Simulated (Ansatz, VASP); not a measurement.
**TiO2 in VASP and in Ansatz**

```
CELL_PARAMETERS angstrom
2.67012 -2.67019 -0.01992
2.67012 2.67019 -0.01992
-2.63390 0.00000 4.85686
ATOMIC_POSITIONS crystal
Ti 0.12501 0.87499 0.25000
Ti 0.87499 0.12501 0.75000
O 0.32409 0.07411 0.64818
O 0.67591 0.92589 0.35182
O 0.92589 0.67591 0.85182
O 0.07411 0.32409 0.14818
```

Alike in both runs: task single point; functional PBE; k mesh 6 × 6 × 6; occupations gaussian, width 0.05 eV; no spin polarisation; Hubbard terms Ti d U = 4.0 eV.

|  | VASP | Ansatz |
| --- | --- | --- |
| version | VASP 6.6.1 | Ansatz 0.2.0 |
| potentials or method | VASP PAW PBE potentials, release 64 (Ti_sv, O), cutoff 520 eV | scalar-relativistic, plane waves, PAW |
| valence electrons in the cell | 48 | 48 |

```csv
,VASP,Ansatz,Ansatz less VASP
gap on the k mesh at the Fermi level (eV),2.87,2.87,-0.006
least direct gap on the mesh (eV),3.10,3.08,-0.026
pressure (GPa),15.8,11.0,-4.79
"traceless stress, the component that is largest in VASP (GPa)",8.59,8.46,-0.130
rms of the force components (eV/Å),0.719,0.621,-0.0977
```

The programs project onto different local orbitals, so the same U acts differently, and such runs can settle in different states. Atom by atom the forces differ by 0.098 eV/Å (rms over components).
